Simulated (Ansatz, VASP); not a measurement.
## One calculation of La, two programs

```
La
1.0
    -2.02332    2.02332    2.02332
     2.02332   -2.02332    2.02332
     2.02332    2.02332   -2.02332
La
1
Cartesian
  0.0000 0.0000 0.0000
```

Alike in both runs: functional LDA; k mesh 14 × 14 × 14; occupations fermi-dirac, width 0.05 eV; non-collinear spin, spin-orbit coupling.

Ansatz relaxed the structure, and its values are those at the end. VASP's run is a single point on that final structure, the one shown.

```csv
,VASP,Ansatz
version,VASP 6.6.1,Ansatz 0.2.0
potentials or method,"VASP PAW LDA potentials, release 64 (La), cutoff 520 eV",all-electron LAPW
```

VASP gave:

| Quantity | Value |
| --- | --- |
| pressure (GPa) | -0.2 |
| net moment per atom (μB) | 0.00 |

What did Ansatz give for the same quantities?

Pressure (GPa): 0.0; net moment per atom (μB): 0.00.

LDA's correlation is that of Perdew and Zunger in VASP and of Perdew and Wang (1992) in Ansatz. Ansatz ran all-electron here, and VASP with PAW potentials.
